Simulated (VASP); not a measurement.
# AlN (R3m) in VASP: a series of runs, part 2 of 2

VASP 6.6.1. Earlier steps stand in the parts before.

## Step 5: Single point, r2SCAN

POSCAR

```
AlN
1.0
    0.0000000000      2.1839935596      2.1839935596
    2.1839935596      0.0000000000      2.1839935596
    2.1839935596      2.1839935596      0.0000000000
Al N
1 1
Direct
    0.0297399711      0.0297399711      0.0297399711
    0.7500000000      0.7500000000      0.7500000000
```

INCAR.step1

```
SYSTEM = AlN
PREC     = Accurate       ! precision mode
ENCUT    = 520            ! plane-wave cutoff, eV
ISMEAR   = 0              ! smearing method
SIGMA    = 0.05           ! smearing width, eV
LREAL    = .False.        ! projectors in reciprocal space
LASPH    = .True.         ! aspherical terms in the spheres
NELM     = 60             ! most SCF steps
NBANDS   = 11             ! bands
GGA      = PE             ! functional
ALGO     = Normal         ! electronic algorithm
EDIFF    = 1E-4           ! SCF threshold, eV
LWAVE    = .True.         ! write WAVECAR
LCHARG   = .False.        ! write CHGCAR
```

INCAR.step2

```
SYSTEM = AlN
PREC     = Accurate       ! precision mode
ENCUT    = 520            ! plane-wave cutoff, eV
EDIFF    = 1E-6           ! SCF threshold, eV
ISMEAR   = 0              ! smearing method
SIGMA    = 0.05           ! smearing width, eV
LREAL    = .False.        ! projectors in reciprocal space
LASPH    = .True.         ! aspherical terms in the spheres
NELM     = 60             ! most SCF steps
ALGO     = Normal         ! electronic algorithm
ISIF     = 2              ! what is computed and relaxed
LWAVE    = .False.        ! write WAVECAR
LCHARG   = .False.        ! write CHGCAR
METAGGA  = R2SCAN         ! meta-GGA
LMIXTAU  = .True.       
NBANDS   = 11             ! bands
ISTART   = 1
```

KPOINTS

```
regular mesh
0
Gamma
  10 10 10
  0 0 0
```

Launch:

```sh
$ cat potpaw_PBE.64/Al/POTCAR potpaw_PBE.64/N/POTCAR > POTCAR
$ cp INCAR.step1 INCAR
$ mpirun -np 1 vasp_std > vasp.out
$ cp INCAR.step2 INCAR
$ mpirun -np 1 vasp_std > vasp.out
```

Wall time 91 s (1 thread of Intel Xeon 8259CL, shared host); peak memory 0.15 GiB.

Results (log left out):

| Quantity | Value |
| --- | --- |
| Free energy | -18.9119 eV |
| Pressure | 4.4 GPa |
| Largest force | 1.941 eV/Å |
| Band gap on the k mesh | 3.26 eV (least direct gap 4.10 eV) |

Forces in eV/Å, atoms in the order of the input:
```
Al  -1.121 -1.121 -1.121
N    1.121  1.121  1.121
```

Stress tensor (GPa, compression positive):
```
 4.38 -5.04 -5.04
-5.04  4.38 -5.04
-5.04 -5.04  4.38
```

Levels at points of the mesh, in eV from the valence-band top:
```tsv
k point	band 1	band 2	band 3	band 4	band 5	band 6	band 7	band 8
(0.00, 0.00, 0.00)	-16.42	-1.02	-1.02	0.00	4.10	12.86	12.86	12.90
(0.50, 0.00, 0.00)	-14.40	-6.66	-1.44	-0.64	7.29	9.91	11.24	11.57
(0.50, 0.50, 0.50)	-14.46	-6.26	-1.49	-1.49	7.73	10.27	11.15	11.15
(0.50, 0.50, 0.00)	-13.79	-5.64	-2.72	-2.19	3.26	8.61	14.23	16.26
```

Caveat: the cell differs from its parent crystal (all Al atoms moved -0.225 Å, as atom 1 towards its neighbour atom 2 (N) at 1.891 Å); the cell stands under pressure; the PAW data sets were made with another functional, which shifts forces and pressure a little. A k mesh can miss the band edges.

## Step 6: Single point, r2SCAN

Edit POSCAR of step 5 so:

```diff
@@ -8,3 +8,3 @@
 Direct
-    0.0297399711      0.0297399711      0.0297399711
+   -0.0346966329     -0.0346966329     -0.0346966329
     0.7500000000      0.7500000000      0.7500000000
```

INCAR.step1

```
SYSTEM = AlN
ALGO = Normal
EDIFF = 1E-4
ENCUT = 520
GGA = PE
ISMEAR = 0
LASPH = .TRUE.
LCHARG = .FALSE.
LREAL = .FALSE.
LWAVE = .TRUE.
NBANDS = 11
NELM = 60
PREC = Accurate
SIGMA = 0.05
```

INCAR.step2

```
SYSTEM = AlN
ALGO = Normal
EDIFF = 1E-7
ENCUT = 520
ISIF = 2
ISMEAR = 0
ISTART = 1
LASPH = .TRUE.
LCHARG = .FALSE.
LMIXTAU = .TRUE.
LREAL = .FALSE.
LWAVE = .FALSE.
METAGGA = R2SCAN
NBANDS = 11
NELM = 60
PREC = Accurate
SIGMA = 0.05
```

KPOINTS

```
k-points
0
G
  10 10 10
  0 0 0
```

Potentials or basis: VASP PAW PBE potentials, release 64 (Al, N).

Launch:

```sh
$ cat potpaw_PBE.64/Al/POTCAR potpaw_PBE.64/N/POTCAR > POTCAR
$ cp INCAR.step1 INCAR
$ mpirun -np 1 vasp_std > vasp.out
$ cp INCAR.step2 INCAR
$ mpirun -np 1 vasp_std > vasp.out
```

OUTCAR:

```text
SYSTEM = AlN
   EDIFF = 1E-7
   ENCUT = 520
   ISIF = 2
   ISMEAR = 0
   ISTART = 1
   LASPH = .TRUE.
   LREAL = .FALSE.
   METAGGA = R2SCAN
   NELM = 60
   PREC = Accurate

 ion  position               nearest neighbor table
   1  0.965  0.965  0.965-   2 1.63   2 1.99   2 1.99   2 1.99
   2  0.750  0.750  0.750-   1 1.63   1 1.99   1 1.99   1 1.99

  LATTYP: Found a face centered cubic cell.
 ALAT       =     4.3679871192

  Lattice vectors:

 A1 = (   0.0000000000,   2.1839935596,   2.1839935596)
 A2 = (   2.1839935596,   0.0000000000,   2.1839935596)
 A3 = (   2.1839935596,   2.1839935596,   0.0000000000)

Analysis of symmetry for initial positions (statically):
=====================================================================
 Subroutine PRICEL returns:
 Original cell was already a primitive cell.

 Routine SETGRP: Setting up the symmetry group for a
 face centered cubic supercell.

 Subroutine GETGRP returns: Found  6 space group operations
 (whereof  6 operations were pure point group operations)
 out of a pool of 48 trial point group operations.

The static configuration has the point symmetry C_3v.

Analysis of symmetry for dynamics (positions and initial velocities):
=====================================================================
 Subroutine PRICEL returns:
 Original cell was already a primitive cell.

 Routine SETGRP: Setting up the symmetry group for a
 face centered cubic supercell.

 Subroutine GETGRP returns: Found  6 space group operations
 (whereof  6 operations were pure point group operations)
 out of a pool of 48 trial point group operations.

The dynamic configuration has the point symmetry C_3v.

 Subroutine INISYM returns: Found  6 space group operations
 (whereof  6 operations are pure point group operations),
 and found     1 'primitive' translations

----------------------------------------------------------------------------------------

                                     Primitive cell

  volume of cell :      20.8345

  direct lattice vectors                    reciprocal lattice vectors
     0.000000000  2.183993560  2.183993560    -0.228938404  0.228938404  0.228938404
     2.183993560  0.000000000  2.183993560     0.228938404 -0.228938404  0.228938404
     2.183993560  2.183993560  0.000000000     0.228938404  0.228938404 -0.228938404

  length of vectors
     3.088633312  3.088633312  3.088633312     0.396532948  0.396532948  0.396532948

  position of ions in fractional coordinates (direct lattice)
     0.965303367  0.965303367  0.965303367
     0.750000000  0.750000000  0.750000000

  ion indices of the primitive-cell ions
   primitive index   ion index
                 1           1
                 2           2

----------------------------------------------------------------------------------------

 KPOINTS: k-points

Automatic generation of k-mesh.
 Grid dimensions read from file:
 generate k-points for:   10   10   10

 Generating k-lattice:

  Cartesian coordinates                     Fractional coordinates (reciprocal lattice)
    -0.022893840  0.022893840  0.022893840     0.100000000  0.000000000  0.000000000
     0.022893840 -0.022893840  0.022893840     0.000000000  0.100000000  0.000000000
     0.022893840  0.022893840 -0.022893840     0.000000000  0.000000000  0.100000000

  Length of vectors
     0.039653295  0.039653295  0.039653295

  Shift w.r.t. Gamma in fractional coordinates (k-lattice)
     0.000000000  0.000000000  0.000000000

 Subroutine IBZKPT returns following result:
 ===========================================

 Found    116 irreducible k-points:

 Following reciprocal coordinates:
            Coordinates               Weight
  0.000000  0.000000  0.000000      1.000000
  0.100000  0.000000  0.000000      6.000000
  0.100000  0.100000  0.100000      2.000000
  0.200000  0.000000  0.000000      6.000000
  0.200000  0.200000  0.200000      2.000000
  0.300000  0.000000  0.000000      6.000000
[... 16 lines left out ...]
  0.100000  0.100000 -0.400000      6.000000
  0.500000  0.400000  0.500000      6.000000
 [... further k-points ...]
   k-points           NKPTS =    116   k-points in BZ     NKDIM =    116   number of bands    NBANDS=     11
   number of dos      NEDOS =    301   number of ions     NIONS =      2
   total plane-waves  NPLWV =  13824
   dimension x,y,z NGX =    24 NGY =   24 NGZ =   24
   dimension x,y,z NGXF=    48 NGYF=   48 NGZF=   48
   ions per type =               1   1
   NGX,Y,Z   is equivalent  to a cutoff of  12.92, 12.92, 12.92 a.u.
   NGXF,Y,Z  is equivalent  to a cutoff of  25.84, 25.84, 25.84 a.u.
 SYSTEM =  AlN
   PREC   = accura    normal or accurate (medium, high low for compatibility)
   ISTART =      1    job   : 0-new  1-cont  2-samecut
   ICHARG =      0    charge: 1-file 2-atom 10-const
   ISPIN  =      1    spin polarized calculation?
   LNONCOLLINEAR =      F non collinear calculations
   LSORBIT =      F    spin-orbit coupling
   LASPH  =      T    aspherical Exc in radial PAW
   ENCUT  =  520.0 eV  38.22 Ry    6.18 a.u.   5.74  5.74  5.74*2*pi/ulx,y,z
   NELM   =     60;   NELMIN=  2; NELMDL=  0     # of ELM steps
   EDIFF  = 0.1E-06   stopping-criterion for ELM
   LREAL  =      F    real-space projection
   EDIFFG = 0.1E-05   stopping-criterion for IOM
   NSW    =      0    number of steps for IOM
   IBRION =     -1    ionic relax: 0-MD 1-quasi-New 2-CG
   NFREE  =      0    steps in history (QN), initial steepest desc. (CG)
   ISIF   =      2    stress and relaxation
   ISYM   =      2    0-nonsym 1-usesym 2-fastsym
   POTIM  = 0.5000    time-step for ionic-motion
   TEBEG  =    0.0;   TEEND  =   0.0 temperature during run
   PSTRESS=    0.0 pullay stress
   NELECT =       8.0000    total number of electrons
   NUPDOWN=      -1.0000    fix difference up-down
   EMIN   =  10.00;   EMAX   =-10.00  energy-range for DOS
   EFERMI =   0.00;   METHOD = LEGACY
   ISMEAR =     0;   SIGMA  =   0.05  broadening in eV -4-tet -1-fermi 0-gaus
   EFERMI_NEDOS =   21; number of points for ismear=-14 and -15
   IALGO  =     38    algorithm
   IMIX   =      4    mixing-type and parameters
     AMIX     =   0.40;   BMIX     =  1.00
     AMIX_MAG =   1.60;   BMIX_MAG =  1.00
  volume/ion in A,a.u.               =      10.42        70.30
  Fermi-wavevector in a.u.,A,eV,Ry     =   1.189899  2.248583 19.263943  1.415860
  Thomas-Fermi vector in A             =   2.325996
   LORBIT       =      0    0 simple, 1 ext, 2 COOP (PROOUT), +10 PAW based schemes
   METAGGA = R2SCAN    functional components
   LHFCALC =     F    Hartree Fock is set to
   AEXX    =    0.0000 exact exchange contribution
   IVDW    =     0    specifies the selected vdW correction
   LEPSILON=     F    determine dielectric tensor
   LRPA    =     F    only Hartree local field effects (RPA)
 non-spin polarized calculation
 Gauss-broadening in eV      SIGMA  =   0.05
  energy-cutoff  :      520.00
  volume of cell :       20.83
 maximum number of plane-waves:       571
   NGX = 11   NGY = 11   NGZ = 11

 number of electron       8.0000000 magnetization

 Free energy of the ion-electron system (eV)
  ---------------------------------------------------
  ext. energy  EPLUGINS =         0.00000000
  ---------------------------------------------------
  free energy    TOTEN  =       -18.37761450 eV

  energy without entropy =      -18.37761450  energy(sigma->0) =      -18.37761450

 E-fermi :   6.2769     XC(G=0): -11.4015

 val. band max:        6.0017902516   @ k =   0.0000   0.0000   0.0000
 cond. band min:       9.6101256628   @ k =   0.5000   0.5000   0.0000
 fundamental gap:      3.6083354111
 Fermi energy:         6.2769058374

 k-point     1 :       0.0000    0.0000    0.0000
  band No.  band energies     occupation
      1     -10.0824      2.00000
      2       4.8781      2.00000
      3       6.0018      2.00000
      4       6.0018      2.00000
      5      10.4411      0.00000
      6      19.1230      0.00000
      7      19.1230      0.00000
      8      19.4616      0.00000
      9      23.9742      0.00000
     10      23.9742      0.00000
     11      25.8571      0.00000
[... 309 lines left out ...]
 k-point    24 :       0.5000    0.4000    0.5000
  band No.  band energies     occupation
      1      -8.0099      2.00000
      2      -0.2576      2.00000
      3       5.0301      2.00000
      4       5.3581      2.00000
      5      13.8357      0.00000
      6      15.3504      0.00000
      7      18.2029      0.00000
      8      18.2623      0.00000
      9      24.3887      0.00000
     10      26.4714      0.00000
     11      27.2999      0.00000

 [... further k-points ...]

------------------------ aborting loop because EDIFF is reached ----------------------------------------

  FORCE on cell =-STRESS in cart. coord.  units (eV):
  Direction    XX          YY          ZZ          XY          YZ          ZX
  --------------------------------------------------------------------------------------
  -------------------------------------------------------------------------------------
  Total        1.7096820      1.7096820      1.7096820      2.7318274      2.7318274      2.7318274
  in kB      131.4745991    131.4745991    131.4745991    210.0776151    210.0776151    210.0776151
  external PRESSURE =     131.4745991 kB  Pullay stress =       0.0000000 kB

 VOLUME and BASIS-vectors are now :
 -----------------------------------------------------------------------------
  energy-cutoff  :      520.00
  volume of cell :       20.83
      direct lattice vectors                 reciprocal lattice vectors
     0.000000000  2.183993560  2.183993560    -0.228938404  0.228938404  0.228938404
     2.183993560  0.000000000  2.183993560     0.228938404 -0.228938404  0.228938404
     2.183993560  2.183993560  0.000000000     0.228938404  0.228938404 -0.228938404

 POSITION                                       TOTAL-FORCE (eV/Angst)
 -----------------------------------------------------------------------------------
      4.21643      4.21643      4.21643         4.324458      4.324458      4.324458
      3.27599      3.27599      3.27599        -4.324458     -4.324458     -4.324458
 -----------------------------------------------------------------------------------
    total drift:                               -0.002121     -0.002121     -0.002121

  FREE ENERGIE OF THE ION-ELECTRON SYSTEM (eV)
  ---------------------------------------------------
  free  energy   TOTEN  =       -18.3776145049 eV

  energy  without entropy=      -18.3776145049  energy(sigma->0) =      -18.37761450
```

OSZICAR.step1:

```text
N       E                     dE             d eps       ncg     rms          rms(c)
DAV:   1     0.121891709786E+02    0.12189E+02   -0.38688E+03  2600   0.606E+02
DAV:   2    -0.158526716239E+02   -0.28042E+02   -0.26855E+02  3056   0.138E+02
DAV:   3    -0.167652430874E+02   -0.91257E+00   -0.91145E+00  3130   0.241E+01
DAV:   4    -0.167700665660E+02   -0.48235E-02   -0.48232E-02  2882   0.192E+00
DAV:   5    -0.167701238163E+02   -0.57250E-04   -0.57250E-04  3080   0.205E-01    0.924E+00
DAV:   6    -0.140836481721E+02    0.26865E+01   -0.13402E+01  2951   0.184E+01    0.301E+00
DAV:   7    -0.140681001336E+02    0.15548E-01   -0.19510E-01  2876   0.349E+00    0.216E+00
DAV:   8    -0.140587195386E+02    0.93806E-02   -0.37968E-02  2819   0.172E+00    0.460E-01
DAV:   9    -0.140575221361E+02    0.11974E-02   -0.58295E-03  2975   0.484E-01    0.182E-01
DAV:  10    -0.140575931055E+02   -0.70969E-04   -0.49835E-04  2819   0.164E-01
   1 F= -.14057593E+02 E0= -.14057593E+02  d E =-.127689E-11
```

Wall time 92 s (1 thread of Intel Xeon 8259CL, shared host); peak memory 0.15 GiB.

Results:

- Free energy: -18.3776 eV
- Pressure: 13.1 GPa
- Largest force: 7.490 eV/Å
- Band gap on the k mesh: 3.61 eV (least direct gap 4.44 eV)

Forces in eV/Å, atoms in the order of the input:
```
Al   4.324  4.324  4.324
N   -4.324 -4.324 -4.324
```

Stress tensor (GPa, compression positive):
```
13.15 21.01 21.01
21.01 13.15 21.01
21.01 21.01 13.15
```

Levels at points of the mesh, in eV from the valence-band top:
| k point | band 1 | band 2 | band 3 | band 4 | band 5 | band 6 | band 7 | band 8 |
| --- | --- | --- | --- | --- | --- | --- | --- | --- |
| (0.00, 0.00, 0.00) | -16.08 | -1.12 | 0.00 | 0.00 | 4.44 | 13.12 | 13.12 | 13.46 |
| (0.50, 0.00, 0.00) | -14.11 | -6.10 | -1.33 | -0.53 | 7.71 | 10.37 | 11.24 | 12.25 |
| (0.50, 0.50, 0.50) | -14.05 | -6.47 | -0.48 | -0.48 | 7.53 | 10.03 | 11.79 | 11.79 |
| (0.50, 0.50, 0.00) | -13.48 | -5.29 | -2.31 | -1.87 | 3.61 | 8.91 | 14.37 | 16.71 |

Caveat: the cell differs from its parent crystal (all Al atoms moved +0.263 Å, as atom 1 towards its neighbour atom 2 (N) at 1.891 Å); the cell stands under pressure; the PAW data sets were made with another functional, which shifts forces and pressure a little.

## Step 7: Overview

| cell | gap on the mesh (eV) | pressure (GPa) | largest force (eV/Å) |
| --- | --- | --- | --- |
| as given, atomic positions A | 3.06 | 6.8 | 2.10 |
| as given, atomic positions B | 3.64 | 9.1 | 5.85 |
| as given, atomic positions C | 3.59 | 18.2 | 9.41 |
| as given, atomic positions D | 3.26 | 4.4 | 1.94 |
| as given, atomic positions E | 3.61 | 13.1 | 7.49 |

Alike in all rows: task single point; level r2SCAN; potentials or basis VASP PAW PBE potentials, release 64 (Al, N); no spin polarisation; k mesh 10 × 10 × 10; cutoff (eV) 520; smearing gaussian 0.05 eV.

Caveats: the cell stands under pressure; the PAW data sets were made with another functional, which shifts forces and pressure a little.

Absolute energies hang on the potentials; compare differences alone.
